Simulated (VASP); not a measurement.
# TaN (P6_3/mmc) in VASP: single point with LDA+U

Aim: the single point of TaN with LDA+U.

Program: VASP 6.6.1. These are calculated values, not measurements. Logs are shortened: lines on timing, memory, paths and dates and some standing lists are left out, and cuts for length are marked.

### Step 1. The cell of the first run

It takes space group P6_3/mmc (No. 194, hexagonal). Conventional cell: a = 3.048 Å, b = 3.048 Å, c = 4.918 Å, α = 90.00°, β = 90.00°, γ = 120.00°. Ta (site symmetry -3m) has 6 N at 2.15 Å and 2 Ta at 2.46 Å within 2.8 Å. N (site symmetry -6m2) has 6 Ta at 2.15 Å within 2.8 Å.

### Step 2. Single point, LDA+U, non-collinear spin, zero start, moments held on the sites

INCAR reads:

```
SYSTEM = TaN
ALGO = Normal
AMIX = 0.2
AMIX_MAG = 0.8
BMIX = 1E-4
BMIX_MAG = 1E-4
EDIFF = 1E-6
ENCUT = 600
GGA_COMPAT = .FALSE.
ISIF = 2
ISMEAR = 0
ISYM = -1
I_CONSTRAINED_M = 1
KPAR = 4
LAMBDA = 10
LASPH = .TRUE.
LCHARG = .FALSE.
LDAU = .TRUE.
LDAUJ = 0 0
LDAUL = 2 -1
LDAUPRINT = 1
LDAUTYPE = 2
LDAUU = 1 0
LMAXMIX = 4
LNONCOLLINEAR = .TRUE.
LORBIT = 11
LREAL = .FALSE.
LWAVE = .FALSE.
MAGMOM = 0 0 0 0 0 0 0 0 0 0 0 0
M_CONSTR = 0 0 0.5 0 0 0.5 0 0 0 0 0 0
NBANDS = 46
NELM = 200
PREC = Accurate
RWIGS = 1.50 0.71
SIGMA = 0.05
```

KPOINTS reads:

```
k-points
0
G
  7 7 4
  0 0 0
```

POSCAR reads:

```
TaN
1.0
    3.0480018400      0.0000000000      0.0000000000
   -1.5240009200      2.6396470300      0.0000000000
    0.0000000000      0.0000000000      4.9179997800
Ta N
2 2
Direct
    0.0000000000      0.0000000000      0.0000000000
    0.0000000000      0.0000000000      0.5000000000
    0.3333333333      0.6666666667      0.2500000000
    0.6666666667      0.3333333333      0.7500000000
```

Potentials or basis: VASP PAW LDA potentials, release 64 (Ta_pv, N).

Command:

```console
> cat potpaw_LDA.64/Ta_pv/POTCAR potpaw_LDA.64/N/POTCAR > POTCAR
> mpirun -np 4 vasp_ncl > vasp.out
```

OUTCAR:

```text
SYSTEM = TaN
   AMIX = 0.2
   AMIX_MAG = 0.8
   EDIFF = 1E-6
   ENCUT = 600
   ISIF = 2
   ISMEAR = 0
   ISYM = -1
   LASPH = .TRUE.
   LNONCOLLINEAR = .TRUE.
   LORBIT = 11
   LREAL = .FALSE.
   NELM = 200
   PREC = Accurate

 ion  position               nearest neighbor table
   1  0.000  0.000  0.000-   3 2.15   4 2.15   4 2.15   3 2.15   4 2.15   3 2.15   2 2.46   2 2.46

   2  0.000  0.000  0.500-   3 2.15   4 2.15   4 2.15   3 2.15   4 2.15   3 2.15   1 2.46   1 2.46

   3  0.333  0.667  0.250-   1 2.15   2 2.15   1 2.15   2 2.15   1 2.15   2 2.15
   4  0.667  0.333  0.750-   1 2.15   2 2.15   1 2.15   2 2.15   1 2.15   2 2.15

IMPORTANT INFORMATION: All symmetrisations will be switched off!
NOSYMM: (Re-)initialisation of all symmetry stuff for point group C_1.

----------------------------------------------------------------------------------------

                                     Primitive cell

  volume of cell :      39.5685

  direct lattice vectors                    reciprocal lattice vectors
     3.048001840  0.000000000  0.000000000     0.328083791  0.189419265  0.000000000
    -1.524000920  2.639647030  0.000000000     0.000000000  0.378838530  0.000000000
     0.000000000  0.000000000  4.917999780     0.000000000  0.000000000  0.203334698

  length of vectors
     3.048001840  3.048001845  4.917999780     0.378838530  0.378838530  0.203334698

  position of ions in fractional coordinates (direct lattice)
     0.000000000  0.000000000  0.000000000
     0.000000000  0.000000000  0.500000000
     0.333333333  0.666666667  0.250000000
     0.666666667  0.333333333  0.750000000

  ion indices of the primitive-cell ions
   primitive index   ion index
                 1           1
                 2           2
                 3           3
                 4           4

----------------------------------------------------------------------------------------

 KPOINTS: k-points

Automatic generation of k-mesh.
 Grid dimensions read from file:
 generate k-points for:    7    7    4

 Generating k-lattice:

  Cartesian coordinates                     Fractional coordinates (reciprocal lattice)
     0.046869113  0.027059895  0.000000000     0.142857143  0.000000000  0.000000000
     0.000000000  0.054119790  0.000000000     0.000000000  0.142857143  0.000000000
     0.000000000  0.000000000  0.050833674     0.000000000  0.000000000  0.250000000

  Length of vectors
     0.054119790  0.054119790  0.050833674

  Shift w.r.t. Gamma in fractional coordinates (k-lattice)
     0.000000000  0.000000000  0.000000000

 Subroutine IBZKPT returns following result:
 ===========================================

 Found    196 irreducible k-points:

 Following reciprocal coordinates:
            Coordinates               Weight
  0.000000  0.000000  0.000000      1.000000
  0.142857  0.000000  0.000000      1.000000
  0.285714 -0.000000  0.000000      1.000000
  0.428571  0.000000  0.000000      1.000000
 -0.428571  0.000000  0.000000      1.000000
 -0.285714  0.000000  0.000000      1.000000
[... 16 lines left out ...]
  0.142857  0.428571  0.000000      1.000000
[... 112 lines left out ...]
  o =  0.2710  v =  0.1860  0.2115 -0.0000  0.6395  0.0615  0.1349  0.1158  0.0000  0.4635  0.0337      0.0000  0.0507  0.0000 -0.0002  0.0148  0.1307  0.1880 -0.0000  0.4496  0.0547
  o =  0.3765  v = -0.0000 -0.0000  0.5163  0.0000  0.0000  0.0000 -0.0000 -0.6846  0.0000  0.0000      0.0000 -0.0000 -0.4942  0.0000 -0.0000  0.0000  0.0000 -0.1432  0.0000  0.0000
  o =  0.3766  v =  0.0000 -0.0000  0.5436  0.0000  0.0000  0.0000  0.0000 -0.0567  0.0000  0.0000      0.0000 -0.0000  0.4401 -0.0000  0.0000  0.0000 -0.0000  0.7125  0.0000 -0.0000

atom =   2  type =  1  l = 2

 onsite density matrix

spin component  1

  0.2362  0.0000  0.0000 -0.0101 -0.0000      0.0000  0.0000 -0.0000  0.0000 -0.0000
  0.0000  0.2681  0.0000  0.0000 -0.0101     -0.0000  0.0000 -0.0000  0.0000 -0.0000
  0.0000  0.0000  0.3765 -0.0000 -0.0000      0.0000  0.0000 -0.0000  0.0000  0.0000
 -0.0101  0.0000 -0.0000  0.2681  0.0000     -0.0000 -0.0000 -0.0000  0.0000  0.0000
 -0.0000 -0.0101 -0.0000  0.0000  0.2362      0.0000  0.0000 -0.0000 -0.0000 -0.0000
[... 19 lines left out ...]
  0.2362 -0.0000  0.0000 -0.0101  0.0000      0.0000 -0.0000  0.0000 -0.0000 -0.0000
 -0.0000  0.2681 -0.0000 -0.0000 -0.0101      0.0000  0.0000  0.0000  0.0000  0.0000
  0.0000 -0.0000  0.3766 -0.0000  0.0000     -0.0000 -0.0000  0.0000  0.0000  0.0000
 -0.0101 -0.0000 -0.0000  0.2681  0.0000      0.0000 -0.0000 -0.0000 -0.0000  0.0000
  0.0000 -0.0101  0.0000  0.0000  0.2362      0.0000 -0.0000 -0.0000 -0.0000 -0.0000

 occupancies and eigenvectors

  o =  0.2333  v =  0.5106 -0.0318 -0.0000  0.1483 -0.1094 -0.4065  0.1021 -0.0000 -0.1181  0.3513      0.0000  0.1235 -0.0000 -0.0000  0.4253 -0.3244 -0.0794 -0.0000 -0.0942 -0.2734
  o =  0.2333  v = -0.4402 -0.0377 -0.0000 -0.1278 -0.1299  0.3428  0.1196  0.0000  0.0996  0.4116      0.0000  0.1445 -0.0000  0.0000  0.4973  0.2824 -0.0907 -0.0000  0.0821 -0.3123
  o =  0.2333  v = -0.5096  0.0659 -0.0000 -0.1482  0.2266 -0.3909  0.1207 -0.0000 -0.1137  0.4150      0.0000 -0.1154 -0.0000 -0.0000 -0.3971 -0.3133 -0.0505  0.0000 -0.0911 -0.1737
  o =  0.2333  v = -0.4560 -0.0728 -0.0000 -0.1326 -0.2503 -0.3490 -0.1359  0.0000 -0.1015 -0.4676      0.0000  0.1278 -0.0000 -0.0000  0.4398 -0.2857  0.0551 -0.0000 -0.0830  0.1895
  o =  0.2710  v =  0.1230  0.4403 -0.0000 -0.4235 -0.1279 -0.1013 -0.5236 -0.0000  0.3486  0.1521      0.0000 -0.3326  0.0000 -0.0000  0.0966 -0.0565  0.0691  0.0000  0.1945 -0.0201
  o =  0.2710  v = -0.1600  0.3300  0.0000  0.5507 -0.0958  0.1329 -0.4025 -0.0000 -0.4577  0.1169      0.0000 -0.2578  0.0000  0.0000  0.0749  0.0772  0.0391  0.0000 -0.2656 -0.0113
  o =  0.2710  v = -0.1084  0.3115  0.0000  0.3727 -0.0906 -0.0956  0.0337  0.0000  0.3286 -0.0098      0.0000  0.4568  0.0000 -0.0000 -0.1328 -0.0536  0.5782  0.0000  0.1842 -0.1681
  o =  0.2710  v =  0.1594  0.2032  0.0000 -0.5482 -0.0591  0.1470  0.0232 -0.0000 -0.5057 -0.0068      0.0000  0.3086 -0.0000  0.0001 -0.0897  0.0848  0.3791 -0.0000 -0.2917 -0.1102
  o =  0.3765  v = -0.0000  0.0000  0.3380 -0.0000 -0.0000 -0.0000 -0.0000  0.2681 -0.0000  0.0000      0.0000 -0.0000  0.6578  0.0000 -0.0000 -0.0000  0.0000 -0.6174  0.0000 -0.0000
  o =  0.3766  v =  0.0000  0.0000  0.5217  0.0000  0.0000 -0.0000 -0.0000  0.7248 -0.0000  0.0000      0.0000  0.0000 -0.4253  0.0000  0.0000  0.0000 -0.0000  0.1472  0.0000 -0.0000

 number of electron      32.0000002 magnetization       0.0002652      0.0001567     -0.0000028

 Free energy of the ion-electron system (eV)
  ---------------------------------------------------
  ext. energy  EPLUGINS =         0.00000000
  ---------------------------------------------------
  free energy    TOTEN  =       -44.35701088 eV

  energy without entropy =      -44.35378366  energy(sigma->0) =      -44.35539727

 E-fermi :   9.8903     XC(G=0): -13.9760

 val. band max:        9.8811619636   @ k =   0.0000   0.0000   0.5000
 cond. band min:       9.9019903931   @ k =  -0.1429  -0.4286  -0.2500
 fundamental gap:      0.0208284295
 Fermi energy:         9.8902676739

 k-point     1 :       0.0000    0.0000    0.0000
  band No.  band energies     occupation
      1     -27.3139      1.00000
      2     -27.3130      1.00000
      3     -25.4410      1.00000
      4     -25.4410      1.00000
      5     -25.4401      1.00000
      6     -25.4401      1.00000
[... 1117 lines left out ...]
     43      15.6641      0.00000
     44      15.6647      0.00000

 [... further k-points ...]

 [bands above 44 left out]

------------------------ aborting loop because EDIFF is reached ----------------------------------------

  FORCE on cell =-STRESS in cart. coord.  units (eV):
  Direction    XX          YY          ZZ          XY          YZ          ZX
  --------------------------------------------------------------------------------------
  -------------------------------------------------------------------------------------
  Total        4.5701113      4.5701113     25.6310809      0.0000052     -0.0000020      0.0000027
  in kB      185.0494403    185.0494374   1037.8340516      0.0002114     -0.0000803      0.0001082
  external PRESSURE =     469.3109764 kB  Pullay stress =       0.0000000 kB

 VOLUME and BASIS-vectors are now :
 -----------------------------------------------------------------------------
  energy-cutoff  :      600.00
  volume of cell :       39.57
      direct lattice vectors                 reciprocal lattice vectors
     3.048001840  0.000000000  0.000000000     0.328083791  0.189419265  0.000000000
    -1.524000920  2.639647030  0.000000000     0.000000000  0.378838530  0.000000000
     0.000000000  0.000000000  4.917999780     0.000000000  0.000000000  0.203334698

 POSITION                                       TOTAL-FORCE (eV/Angst)
 -----------------------------------------------------------------------------------
      0.00000      0.00000      0.00000         0.000001     -0.000000      0.000001
      0.00000      0.00000      2.45900        -0.000000     -0.000000     -0.000001
     -0.00000      1.75976      1.22950        -0.000001     -0.000000     -0.000052
      1.52400      0.87988      3.68850         0.000001      0.000001      0.000052
 -----------------------------------------------------------------------------------
    total drift:                               -0.000001      0.000000      0.000001

  FREE ENERGIE OF THE ION-ELECTRON SYSTEM (eV)
  ---------------------------------------------------
  free  energy   TOTEN  =       -44.3570108770 eV

  energy  without entropy=      -44.3537836562  energy(sigma->0) =      -44.35539727

 total charge

# of ion       s       p       d       tot
------------------------------------------
    1        0.333   6.300   2.711   9.344
    2        0.333   6.300   2.711   9.344
    3        1.223   2.563   0.000   3.786
    4        1.223   2.563   0.000   3.786
--------------------------------------------------
tot          3.111  17.727   5.421  26.260

 magnetization (x)

# of ion       s       p       d       tot
------------------------------------------
    1       -0.000  -0.000  -0.000  -0.000
    2       -0.000  -0.000  -0.000  -0.000
    3        0.000   0.000   0.000   0.000
    4        0.000   0.000   0.000   0.000
--------------------------------------------------
tot          0.000   0.000  -0.000  -0.000

 magnetization (y)

# of ion       s       p       d       tot
------------------------------------------
    1       -0.000  -0.000  -0.000  -0.000
    2       -0.000  -0.000  -0.000  -0.000
    3        0.000   0.000   0.000   0.000
    4        0.000   0.000   0.000   0.000
--------------------------------------------------
tot          0.000   0.000  -0.000  -0.000

 magnetization (z)

# of ion       s       p       d       tot
------------------------------------------
    1       -0.000  -0.000  -0.000  -0.000
    2       -0.000  -0.000  -0.000  -0.000
    3        0.000   0.000   0.000   0.000
    4       -0.000   0.000   0.000   0.000
--------------------------------------------------
tot         -0.000   0.000  -0.000  -0.000
```

Run time: 4.5 min. Hardware: 4 MPI ranks of Intel Xeon Platinum 8259CL at 2.50GHz (Skylake/Cascade Lake), shared host; peak memory 0.65 GiB.

What came out:

```
Free energy                                           : -44.3570 eV
Band gap on the k mesh                                : zero (bands 32 and 33 overlap by 2.46 eV)
Net moment                                            : 0.00 μB per cell
Valence electrons inside the program's atomic spheres : Ta 9.34; N 3.79
```

Levels at points of the mesh, in eV from the Fermi level:
```
           k point  band 28  band 29  band 30  band 31  band 32  band 33  band 34  band 35  band 36  band 37
(0.00, 0.00, 0.00)    -3.65    -3.63    -3.63    -1.86    -1.86    -1.86    -1.86    -0.61    -0.61    -0.61
(0.00, 0.00, 0.50)    -6.38    -0.01    -0.01    -0.01    -0.01     0.02     0.02     0.02     0.02     0.02
```

Moments on the atoms (μB; x, y, z):
```
Ta  0.00 0.00 0.00
Ta  0.00 0.00 0.00
N   0.00 0.00 0.00
N   0.00 0.00 0.00
```

Caveat: moments held by a penalty; spin-orbit coupling is left out, which moves the levels of the heavy elements. The state reached can hang on the start; a lower one may exist.
